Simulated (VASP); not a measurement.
# GaSb (I-4m2) in VASP: further runs

Runs on GaSb. Level: PBE. Tasks: single point.

Program: VASP 6.6.1. These are calculated values, not measurements. Logs are shortened: lines on timing, memory, paths and dates and some standing lists are left out, and cuts for length are marked.

## 1. The cell of the first run

The structure is tetragonal, space group I-4m2 (No. 119). Conventional cell: a = 4.421 Å, b = 4.421 Å, c = 6.091 Å, α = 90.00°, β = 90.00°, γ = 90.00°. Ga (site symmetry -4m2) has 4 Sb at 2.68 Å within 3.5 Å. Sb (site symmetry -4m2) has 4 Ga at 2.68 Å within 3.5 Å.

## 2. Single point, PBE (uniaxial strain along c: -2.0 %, then relaxed in part)

Contents of INCAR:

```
PREC = Accurate ; ENCUT = 520
EDIFF = 1E-6 ; ISMEAR = 0
SIGMA = 0.1 ; LREAL = False
LASPH = True ; NELM = 100
ALGO = Normal ; ISIF = 2
LWAVE = False ; LCHARG = True
GGA = PE ; LELF = True
LVHAR = True ; NBANDS = 26
```

Contents of KPOINTS:

```
regular mesh
0
Gamma
  12 12 8
```

Contents of POSCAR:

```
GaSb
1.0
    3.1260535479      3.1260535479      0.0000000000
   -3.1260535479      3.1260535479      0.0000000000
    0.0000000000      0.0000000000      6.0911775030
Ga Sb
2 2
Direct
    0.0000000000      0.0000000000      0.0000000000
    0.5000000000      0.5000000000      0.5000000000
    0.5000000000      0.0000000000      0.2500000000
    0.0000000000      0.5000000000      0.7500000000
```

Potentials or basis: VASP PAW PBE potentials, release 64 (Ga_d, Sb).

On the command line:

```bash
cat potpaw_PBE.64/Ga_d/POTCAR potpaw_PBE.64/Sb/POTCAR > POTCAR
mpirun -np 1 vasp_std > vasp.out
```

OUTCAR:

```text
PREC = Accurate
   ENCUT = 520
   EDIFF = 1E-6
   ISMEAR = 0
   LREAL = False
   LASPH = True
   NELM = 100
   ISIF = 2
   GGA = PE

 ion  position               nearest neighbor table
   1  0.000  0.000  0.000-   3 2.68   4 2.68   4 2.68   3 2.68
   2  0.500  0.500  0.500-   3 2.68   4 2.68   3 2.68   4 2.68
   3  0.500  0.000  0.250-   1 2.68   2 2.68   2 2.68   1 2.68
   4  0.000  0.500  0.750-   1 2.68   2 2.68   1 2.68   2 2.68

  LATTYP: Found a simple tetragonal cell.
 ALAT       =     4.4209073241
 C/A-ratio  =     1.3778116247

  Lattice vectors:

 A1 = (   3.1260535479,   3.1260535479,   0.0000000000)
 A2 = (  -3.1260535479,   3.1260535479,   0.0000000000)
 A3 = (   0.0000000000,   0.0000000000,   6.0911775030)

Analysis of symmetry for initial positions (statically):
=====================================================================
 Subroutine PRICEL returns following result:

  LATTYP: Found a body centered tetragonal cell.
 ALAT       =     4.4209073241
 C/A-ratio  =     1.3778116247

  Lattice vectors:

 A1 = (   0.0000000000,  -3.1260535479,  -3.0455887515)
 A2 = (   0.0000000000,   3.1260535479,  -3.0455887515)
 A3 = (   3.1260535479,   0.0000000000,   3.0455887515)

   2 primitive cells build up your supercell.

 Routine SETGRP: Setting up the symmetry group for a
 simple tetragonal supercell.

 Subroutine GETGRP returns: Found  8 space group operations
 (whereof  8 operations were pure point group operations)
 out of a pool of 16 trial point group operations.

The static configuration has the point symmetry D_2d.

Analysis of symmetry for dynamics (positions and initial velocities):
=====================================================================
 Subroutine PRICEL returns following result:

  LATTYP: Found a body centered tetragonal cell.
 ALAT       =     4.4209073241
 C/A-ratio  =     1.3778116247

  Lattice vectors:

 A1 = (   0.0000000000,  -3.1260535479,  -3.0455887515)
 A2 = (   0.0000000000,   3.1260535479,  -3.0455887515)
 A3 = (   3.1260535479,   0.0000000000,   3.0455887515)

   2 primitive cells build up your supercell.

 Routine SETGRP: Setting up the symmetry group for a
 simple tetragonal supercell.

 Subroutine GETGRP returns: Found  8 space group operations
 (whereof  8 operations were pure point group operations)
 out of a pool of 16 trial point group operations.

The dynamic configuration has the point symmetry D_2d.

 Subroutine INISYM returns: Found  8 space group operations
 (whereof  8 operations are pure point group operations),
 and found     2 'primitive' translations

----------------------------------------------------------------------------------------

                                     Primitive cell

  volume of cell :      59.5243

  direct lattice vectors                    reciprocal lattice vectors
     0.000000000 -3.126053548 -3.045588751     0.159946077 -0.159946077 -0.164171870
     0.000000000  3.126053548 -3.045588751     0.159946077  0.159946077 -0.164171870
     3.126053548  0.000000000  3.045588751     0.319892153  0.000000000  0.000000000

  length of vectors
     4.364381013  4.364381013  4.364381013     0.279495792  0.279495792  0.319892153

  position of ions in fractional coordinates (direct lattice)
     0.000000000  0.000000000  0.000000000
     0.750000000  0.250000000  0.500000000

  ion indices of the primitive-cell ions
   primitive index   ion index
                 1           1
                 2           3

----------------------------------------------------------------------------------------

 KPOINTS: regular mesh

Automatic generation of k-mesh.
 Grid dimensions read from file:
 generate k-points for:   12   12    8

 Generating k-lattice:

  Cartesian coordinates                     Fractional coordinates (reciprocal lattice)
     0.013328840  0.013328840  0.000000000     0.083333333  0.000000000  0.000000000
    -0.013328840  0.013328840  0.000000000     0.000000000  0.083333333  0.000000000
     0.000000000  0.000000000  0.020521484     0.000000000  0.000000000  0.125000000

  Length of vectors
     0.018849826  0.018849826  0.020521484

  Shift w.r.t. Gamma in fractional coordinates (k-lattice)
     0.000000000  0.000000000  0.000000000

 Subroutine IBZKPT returns following result:
 ===========================================

 Found    140 irreducible k-points:

 Following reciprocal coordinates:
            Coordinates               Weight
  0.000000  0.000000  0.000000      1.000000
  0.083333  0.000000  0.000000      4.000000
  0.166667  0.000000  0.000000      4.000000
  0.250000  0.000000  0.000000      4.000000
  0.333333  0.000000  0.000000      4.000000
  0.416667  0.000000  0.000000      4.000000
[... 16 lines left out ...]
  0.333333  0.333333  0.000000      4.000000
  0.416667  0.333333  0.000000      8.000000
 [... further k-points ...]
   k-points           NKPTS =    140   k-points in BZ     NKDIM =    140   number of bands    NBANDS=     26
   number of dos      NEDOS =    301   number of ions     NIONS =      4
   total plane-waves  NPLWV =  62208
   dimension x,y,z NGX =    36 NGY =   36 NGZ =   48
   dimension x,y,z NGXF=    72 NGYF=   72 NGZF=   96
   ions per type =               2   2
   NGX,Y,Z   is equivalent  to a cutoff of  13.54, 13.54, 13.10 a.u.
   NGXF,Y,Z  is equivalent  to a cutoff of  27.08, 27.08, 26.20 a.u.
 SYSTEM =  unknown system
   PREC   = accura    normal or accurate (medium, high low for compatibility)
   ISTART =      0    job   : 0-new  1-cont  2-samecut
   ICHARG =      2    charge: 1-file 2-atom 10-const
   ISPIN  =      1    spin polarized calculation?
   LNONCOLLINEAR =      F non collinear calculations
   LSORBIT =      F    spin-orbit coupling
   LASPH  =      T    aspherical Exc in radial PAW
   ENCUT  =  520.0 eV  38.22 Ry    6.18 a.u.   8.22  8.22 11.33*2*pi/ulx,y,z
   NELM   =    100;   NELMIN=  2; NELMDL= -5     # of ELM steps
   EDIFF  = 0.1E-05   stopping-criterion for ELM
   LREAL  =      F    real-space projection
   EDIFFG = 0.1E-04   stopping-criterion for IOM
   NSW    =      0    number of steps for IOM
   IBRION =     -1    ionic relax: 0-MD 1-quasi-New 2-CG
   NFREE  =      0    steps in history (QN), initial steepest desc. (CG)
   ISIF   =      2    stress and relaxation
   ISYM   =      2    0-nonsym 1-usesym 2-fastsym
   POTIM  = 0.5000    time-step for ionic-motion
   TEBEG  =    0.0;   TEEND  =   0.0 temperature during run
   PSTRESS=    0.0 pullay stress
   NELECT =      36.0000    total number of electrons
   NUPDOWN=      -1.0000    fix difference up-down
   EMIN   =  10.00;   EMAX   =-10.00  energy-range for DOS
   EFERMI =   0.00;   METHOD = LEGACY
   ISMEAR =     0;   SIGMA  =   0.10  broadening in eV -4-tet -1-fermi 0-gaus
   EFERMI_NEDOS =   21; number of points for ismear=-14 and -15
   IALGO  =     38    algorithm
   IMIX   =      4    mixing-type and parameters
     AMIX     =   0.40;   BMIX     =  1.00
     AMIX_MAG =   1.60;   BMIX_MAG =  1.00
  volume/ion in A,a.u.               =      29.76       200.84
  Fermi-wavevector in a.u.,A,eV,Ry     =   1.098840  2.076506 16.428334  1.207448
  Thomas-Fermi vector in A             =   2.235224
   LORBIT       =      0    0 simple, 1 ext, 2 COOP (PROOUT), +10 PAW based schemes
   GGA     = PE    functional components
   LHFCALC =     F    Hartree Fock is set to
   AEXX    =    0.0000 exact exchange contribution
   IVDW    =     0    specifies the selected vdW correction
   LEPSILON=     F    determine dielectric tensor
   LRPA    =     F    only Hartree local field effects (RPA)
 non-spin polarized calculation
 Gauss-broadening in eV      SIGMA  =   0.10
  energy-cutoff  :      520.00
  volume of cell :      119.05
 maximum number of plane-waves:      3232
 NGX is ok and might be reduce to    36
   NGX = 17   NGY = 17   NGZ = 23

 number of electron      35.9999992 magnetization

 Free energy of the ion-electron system (eV)
  ---------------------------------------------------
  ext. energy  EPLUGINS =         0.00000000
  ---------------------------------------------------
  free energy    TOTEN  =       -14.73904733 eV

  energy without entropy =      -14.73889025  energy(sigma->0) =      -14.73896879

 E-fermi :   4.5481     XC(G=0):  -8.9213

 val. band max:        4.4314834670   @ k =   0.0000   0.0000   0.0000
 cond. band min:       4.5718748411   @ k =   0.0000   0.0000   0.0000
 fundamental gap:      0.1403913741
 Fermi energy:         4.5480900738

 k-point     1 :       0.0000    0.0000    0.0000
  band No.  band energies     occupation
      1     -10.5200      2.00000
      2     -10.4829      2.00000
      3     -10.4829      2.00000
      4     -10.4792      2.00000
      5     -10.4613      2.00000
      6     -10.4613      2.00000
[... 18 lines left out ...]
     25      10.2492      0.00000
     26      12.7965      0.00000

 k-point     2 :       0.0833    0.0000    0.0000
  band No.  band energies     occupation
      1     -10.5193      2.00000
      2     -10.4840      2.00000
      3     -10.4825      2.00000
      4     -10.4785      2.00000
      5     -10.4619      2.00000
      6     -10.4616      2.00000
[... 18 lines left out ...]
     25      10.5123      0.00000
     26      12.3140      0.00000

 k-point     3 :       0.1667    0.0000    0.0000
  band No.  band energies     occupation
      1     -10.5175      2.00000
      2     -10.4871      2.00000
      3     -10.4814      2.00000
      4     -10.4769      2.00000
      5     -10.4635      2.00000
      6     -10.4626      2.00000
[... 18 lines left out ...]
     25      11.1827      0.00000
     26      11.7262      0.00000

 k-point     4 :       0.2500    0.0000    0.0000
  band No.  band energies     occupation
      1     -10.5148      2.00000
      2     -10.4914      2.00000
      3     -10.4796      2.00000
      4     -10.4746      2.00000
      5     -10.4654      2.00000
      6     -10.4642      2.00000
[... 18 lines left out ...]
     25      10.9333      0.00000
     26      11.1549      0.00000
[... 496 lines left out ...]
      1     -10.5134      2.00000
      2     -10.5134      2.00000
      3     -10.4659      2.00000
      4     -10.4659      2.00000
      5     -10.4641      2.00000
      6     -10.4641      2.00000
[... 18 lines left out ...]
     25      11.7061      0.00000
     26      11.7061      0.00000

 k-point    23 :       0.3333    0.3333    0.0000
  band No.  band energies     occupation
      1     -10.5163      2.00000
      2     -10.5120      2.00000
      3     -10.4661      2.00000
      4     -10.4651      2.00000
      5     -10.4646      2.00000
      6     -10.4616      2.00000
[... 18 lines left out ...]
     25      10.8923      0.00000
     26      11.2894      0.00000

 k-point    24 :       0.4167    0.3333    0.0000
  band No.  band energies     occupation
      1     -10.5173      2.00000
      2     -10.5153      2.00000
      3     -10.4639      2.00000
      4     -10.4635      2.00000
      5     -10.4629      2.00000
      6     -10.4615      2.00000
[... 18 lines left out ...]
     25      11.6214      0.00000
     26      11.8809      0.00000

 [... further k-points ...]
[... 5 lines left out ...]
  --------------------------------------------------------------------------------------
  -------------------------------------------------------------------------------------
  Total        0.0528015      0.0528015      0.8180234      0.0000000     -0.0000000     -0.0000000
  in kB        0.7106119      0.7106119     11.0091100      0.0000000     -0.0000000     -0.0000000
  external PRESSURE =       4.1434446 kB  Pullay stress =       0.0000000 kB

 VOLUME and BASIS-vectors are now :
 -----------------------------------------------------------------------------
  energy-cutoff  :      520.00
  volume of cell :      119.05
      direct lattice vectors                 reciprocal lattice vectors
     3.126053548  3.126053548  0.000000000     0.159946077  0.159946077  0.000000000
    -3.126053548  3.126053548  0.000000000    -0.159946077  0.159946077  0.000000000
     0.000000000  0.000000000  6.091177503     0.000000000  0.000000000  0.164171870

 POSITION                                       TOTAL-FORCE (eV/Angst)
 -----------------------------------------------------------------------------------
      0.00000      0.00000      0.00000         0.000000      0.000000      0.000000
      0.00000      3.12605      3.04559        -0.000000      0.000000     -0.000000
      1.56303      1.56303      1.52279        -0.000000     -0.000000      0.000000
     -1.56303      1.56303      4.56838        -0.000000     -0.000000      0.000000
 -----------------------------------------------------------------------------------
    total drift:                               -0.000000      0.000000      0.000000

  FREE ENERGIE OF THE ION-ELECTRON SYSTEM (eV)
  ---------------------------------------------------
  free  energy   TOTEN  =       -14.7390473288 eV

  energy  without entropy=      -14.7388902492  energy(sigma->0) =      -14.73896879
```

Run time: 8.7 min. Hardware: 1 thread of Intel Xeon 8259CL, shared host; peak memory 0.51 GiB.

Results:

```
Free energy            : -14.7390 eV
Pressure               : 0.4 GPa
Band gap on the k mesh : 0.14 eV
```

Caveat: the cell differs from its parent crystal (uniaxial strain along c: -2.0 %, then relaxed in part); semilocal functionals underestimate gaps, and a narrow one can read as zero; spin-orbit coupling is left out, which moves the levels of the heavy elements. A k mesh can miss the band edges.

## 3. Single point, PBE

Contents of INCAR:

```
SYSTEM = GaSb
PREC = Accurate
ENCUT = 520
EDIFF = 1E-6
ISMEAR = 0
SIGMA = 0.1
LREAL = .FALSE.
LASPH = .TRUE.
NELM = 80
ALGO = Normal
ISIF = 2
LWAVE = .FALSE.
LCHARG = .FALSE.
GGA = PE
NBANDS = 26
```

Contents of KPOINTS:

```
regular mesh
0
G
  12 12 8
  0 0 0
```

POSCAR is that of step 2.

Potentials or basis: VASP PAW PBE potentials, release 64 (Ga_d, Sb).

On the command line:

```bash
cat potpaw_PBE.64/Ga_d/POTCAR potpaw_PBE.64/Sb/POTCAR > POTCAR
mpirun -np 1 vasp_std > vasp.out
```

OUTCAR:

```text
SYSTEM = GaSb
   PREC = Accurate
   ENCUT = 520
   EDIFF = 1E-6
   ISMEAR = 0
   LREAL = .FALSE.
   LASPH = .TRUE.
   NELM = 80
   ISIF = 2
   GGA = PE

 ion  position               nearest neighbor table
   1  0.000  0.000  0.000-   3 2.68   4 2.68   4 2.68   3 2.68
   2  0.500  0.500  0.500-   3 2.68   4 2.68   3 2.68   4 2.68
   3  0.500  0.000  0.250-   1 2.68   2 2.68   2 2.68   1 2.68
   4  0.000  0.500  0.750-   1 2.68   2 2.68   1 2.68   2 2.68

  LATTYP: Found a simple tetragonal cell.
 ALAT       =     4.4209073241
 C/A-ratio  =     1.3778116247
[... 913 lines left out ...]
  --------------------------------------------------------------------------------------
  -------------------------------------------------------------------------------------
  Total        0.0528015      0.0528015      0.8180234      0.0000000     -0.0000000     -0.0000000
  in kB        0.7106119      0.7106119     11.0091100      0.0000000     -0.0000000     -0.0000000
  external PRESSURE =       4.1434446 kB  Pullay stress =       0.0000000 kB

 VOLUME and BASIS-vectors are now :
 -----------------------------------------------------------------------------
  energy-cutoff  :      520.00
  volume of cell :      119.05
      direct lattice vectors                 reciprocal lattice vectors
     3.126053548  3.126053548  0.000000000     0.159946077  0.159946077  0.000000000
    -3.126053548  3.126053548  0.000000000    -0.159946077  0.159946077  0.000000000
     0.000000000  0.000000000  6.091177503     0.000000000  0.000000000  0.164171870

 POSITION                                       TOTAL-FORCE (eV/Angst)
 -----------------------------------------------------------------------------------
      0.00000      0.00000      0.00000         0.000000      0.000000      0.000000
      0.00000      3.12605      3.04559        -0.000000      0.000000     -0.000000
      1.56303      1.56303      1.52279        -0.000000     -0.000000      0.000000
     -1.56303      1.56303      4.56838        -0.000000     -0.000000      0.000000
 -----------------------------------------------------------------------------------
    total drift:                               -0.000000      0.000000      0.000000

  FREE ENERGIE OF THE ION-ELECTRON SYSTEM (eV)
  ---------------------------------------------------
  free  energy   TOTEN  =       -14.7390473288 eV

  energy  without entropy=      -14.7388902492  energy(sigma->0) =      -14.73896879
```

OSZICAR:

```text
N       E                     dE             d eps       ncg     rms          rms(c)
DAV:   1     0.223401416253E+03    0.22340E+03   -0.16565E+04  7396   0.171E+03
DAV:   2     0.995448580506E+01   -0.21345E+03   -0.20682E+03  8174   0.391E+02
DAV:   3    -0.140972640480E+02   -0.24052E+02   -0.23770E+02  9132   0.113E+02
DAV:   4    -0.148152104544E+02   -0.71795E+00   -0.71618E+00  8100   0.203E+01
DAV:   5    -0.148357119311E+02   -0.20501E-01   -0.20495E-01  9916   0.332E+00    0.433E+00
DAV:   6    -0.147578159458E+02    0.77896E-01   -0.14351E-01 10132   0.472E+00    0.253E+00
DAV:   7    -0.147361240439E+02    0.21692E-01   -0.84593E-02  8322   0.192E+00    0.443E-01
DAV:   8    -0.147380611699E+02   -0.19371E-02   -0.13578E-02  8110   0.125E+00    0.971E-02
DAV:   9    -0.147388117714E+02   -0.75060E-03   -0.15160E-03  8110   0.337E-01    0.368E-02
DAV:  10    -0.147390117383E+02   -0.19997E-03   -0.25898E-04  8016   0.131E-01    0.116E-02
DAV:  11    -0.147390447533E+02   -0.33015E-04   -0.57195E-05  9760   0.397E-02    0.566E-03
DAV:  12    -0.147390472227E+02   -0.24694E-05   -0.49227E-06  7396   0.147E-02    0.158E-03
DAV:  13    -0.147390473288E+02   -0.10610E-06   -0.25867E-07  4672   0.470E-03
   1 F= -.14739047E+02 E0= -.14738969E+02  d E =-.157080E-03
```

stdout:

```text
POSCAR found type information on POSCAR GaSb
 POSCAR found :  2 types and       4 ions
 scaLAPACK will be used
 LDA part: xc-table for (Slater+PW92), standard interpolation
 POSCAR, INCAR and KPOINTS ok, starting setup
 FFT: planning ... GRIDC
 FFT: planning ... GRID_SOFT
 FFT: planning ... GRID
 WAVECAR not read
 entering main loop
```

It took 9.1 min on 1 thread of Intel Xeon 8259CL, shared host; peak memory 0.51 GiB.

What came out:

- Free energy: -14.7390 eV
- Pressure: 0.4 GPa
- Band gap on the k mesh: 0.14 eV

Levels at points of the mesh, in eV from the valence-band top:
```tsv
k point	band 14	band 15	band 16	band 17	band 18	band 19	band 20	band 21	band 22	band 23
(0.00, 0.00, 0.00)	-2.49	-2.49	-0.19	0.00	0.00	0.14	0.87	1.27	2.79	2.86
(0.50, 0.00, 0.00)	-5.35	-2.91	-2.91	-1.21	-1.21	1.88	1.88	4.60	4.60	4.72
(0.50, 0.50, 0.00)	-6.63	-2.35	-2.35	-2.33	-2.33	1.06	1.06	1.42	1.42	8.43
(0.00, 0.00, 0.50)	-3.92	-1.60	-1.60	-1.60	-1.60	1.21	1.21	2.72	2.72	5.44
(0.50, 0.00, 0.50)	-6.13	-1.14	-1.14	-0.95	-0.95	0.36	0.36	3.73	3.73	3.87
(0.50, 0.50, 0.50)	-6.50	-3.12	-3.12	-2.91	-2.91	3.76	3.76	4.51	4.51	4.55
```

Caveat: semilocal functionals underestimate gaps, and a narrow one can read as zero; spin-orbit coupling is left out, which moves the levels of the heavy elements.
